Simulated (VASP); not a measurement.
# BN: single point with PBE+D3(BJ)

Crystal: BN.

```
B N
1.0
     0.00000    3.38957    2.16883
     1.25384    0.00000    2.16883
     1.25384    3.38957    0.00000
B N
1 1
Direct
  0.00011 0.00011 0.99989
  0.66659 0.66659 0.33341
```

This cell differs from its parent crystal: strain +0.0150 x Voigt [0, 1, 0, 0, 0, 0].

```json
{
  "Program": "VASP 6.6.1",
  "Task": "single point",
  "Functional": "PBE",
  "Dispersion": "D3(BJ)",
  "Potentials or basis": "VASP PAW PBE potentials, release 64 (B, N)",
  "Cutoff": "520 eV",
  "k mesh": "12 × 12 × 12",
  "Occupations": "gaussian, width 0.05 eV",
  "Spin": "no spin polarisation",
  "Dipole correction": "no",
  "Further INCAR settings": "ALGO = Normal; EDIFF = 1e-06; NBANDS = 11"
}
```

```yaml
Pressure: 0.0 GPa
Band_gap_on_the_k_mesh: 3.72 eV (least direct gap 4.53 eV)
Dispersion_energy_per_atom: -0.137 eV
```

Stress tensor (GPa, compression positive):
```
 0.17  0.00  0.00
 0.00 -0.55  0.00
 0.00  0.00  0.28
```

Levels at points of the mesh, in eV from the valence-band top:
```csv
k point,band 2,band 3,band 4,band 5,band 6,band 7
"(0.00, 0.00, 0.00)",-4.32,-1.43,-1.43,5.00,11.45,11.54
"(0.50, 0.00, 0.00)",-8.99,-4.22,-1.02,4.59,9.78,13.45
"(0.50, 0.50, 0.00)",-9.10,-4.22,-0.43,5.90,9.36,12.30
"(0.50, 0.00, 0.50)",-6.23,-1.46,-1.42,9.90,11.40,11.48
"(0.00, 0.50, 0.50)",-8.86,-4.27,-1.55,3.72,9.81,14.69
```

It took 74 s on 1 thread of Intel Xeon 8259CL, on a shared host, peak memory 0.19 GiB.

Caveat: the cell differs from its parent crystal (strain +0.0150 x Voigt [0, 1, 0, 0, 0, 0]). A k mesh can miss the band edges.
